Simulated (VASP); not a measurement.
TiCo: relaxation of cell and atoms with PBEsol

Crystal: TiCo.

```
Ti Co
1.0
     2.94819    0.00000    0.00000
     0.00000    2.94819    0.00000
     0.00000    0.00000    2.94819
Ti Co
1 1
Cartesian
  0.0000 0.0000 0.0000
  1.4741 1.4741 1.4741
```

```
Program                : VASP 6.6.1
Task                   : relaxation of cell and atoms
Functional             : PBEsol
Potentials or basis    : VASP PAW PBE potentials, release 64 (Ti_sv, Co)
Cutoff                 : 600 eV
k mesh                 : 14 × 14 × 14
Occupations            : gaussian, width 0.1 eV
Spin                   : collinear spin, ferromagnetic start
Starting moments       : [0.0, 0.75] μB
Target pressure        : -1 GPa
Dipole correction      : no
Further INCAR settings : ALGO = Normal; EDIFF = 1e-06; IBRION = 2; EDIFFG = -0.008; NSW = 70; ISIF = 3
```

The relaxed volume is 12.69 Å³/atom. The relaxed cell is a = 2.939 Å, b = 2.939 Å, c = 2.939 Å, α = 90.00°, β = 90.00°, γ = 90.00° and the space group after relaxing (to 0.05 Å) is Pm-3m (No. 221). The energy change on relaxing (the enthalpy is what falls) is -1.2 meV/atom, the ionic steps are 4 and the pressure after relaxing is -1.1 GPa. The net moment is 0.58 μB per cell. The site moments are Ti -0.01; Co +0.61 μB. The valence electrons inside the program's atomic spheres are Ti 10.36; Co 8.38.

Step by step:
| step | energy change (eV) | largest force (eV/Å) | pressure (GPa) | volume (Å³) |
| --- | --- | --- | --- | --- |
| 1 | 0.0000 | 0.0000 | -2.42 | 25.63 |
| 2 | -0.0026 | 0.0000 | 0.74 | 25.21 |
| 3 | -0.0023 | 0.0000 | -1.17 | 25.41 |
| 4 | -0.0024 | 0.0000 | -1.08 | 25.39 |

Final structure:
```
Ti Co
1.0
     2.93912    0.00000    0.00000
     0.00000    2.93912    0.00000
     0.00000    0.00000    2.93912
Ti Co
1 1
Cartesian
  0.0000 0.0000 0.0000
  1.4696 1.4696 1.4696
```

Levels at points of the mesh, in eV from the Fermi level:
Spin up:
| k point | band 9 | band 10 | band 11 | band 12 | band 13 | band 14 |
| --- | --- | --- | --- | --- | --- | --- |
| (0.00, 0.00, 0.00) | -1.80 | -1.80 | 0.60 | 0.60 | 2.85 | 2.85 |
| (0.50, 0.00, 0.00) | -1.90 | -1.39 | -0.85 | -0.30 | 0.65 | 0.65 |
| (0.50, 0.50, 0.00) | -1.18 | -0.55 | 0.68 | 0.68 | 1.20 | 2.65 |
| (0.50, 0.50, 0.50) | -2.26 | -2.26 | -1.15 | -1.15 | 3.35 | 3.35 |
Spin down:
| k point | band 6 | band 7 | band 8 | band 9 | band 10 | band 11 | band 12 | band 13 | band 14 |
| --- | --- | --- | --- | --- | --- | --- | --- | --- | --- |
| (0.00, 0.00, 0.00) | -3.88 | -3.88 | -1.42 | -1.42 | -1.42 | 0.96 | 0.96 | 2.93 | 2.93 |
| (0.50, 0.00, 0.00) | -3.92 | -2.23 | -1.49 | -1.49 | -0.95 | -0.91 | 0.43 | 0.67 | 0.67 |
| (0.50, 0.50, 0.00) | -3.90 | -2.46 | -2.46 | -0.27 | 0.11 | 0.69 | 0.69 | 1.33 | 2.79 |
| (0.50, 0.50, 0.50) | -2.44 | -2.44 | -2.24 | -2.24 | -2.24 | -0.24 | -0.24 | 3.32 | 3.32 |

Run time: 2 min on 1 thread of Intel(R) Xeon(R) Platinum 8488C (Sapphire Rapids), with other jobs on the host, peak memory 0.23 GiB.

Caveat: the cell is relaxed towards a set pressure, so the enthalpy falls and the energy may rise; the PAW data sets were made with another functional, which shifts forces and pressure a little.
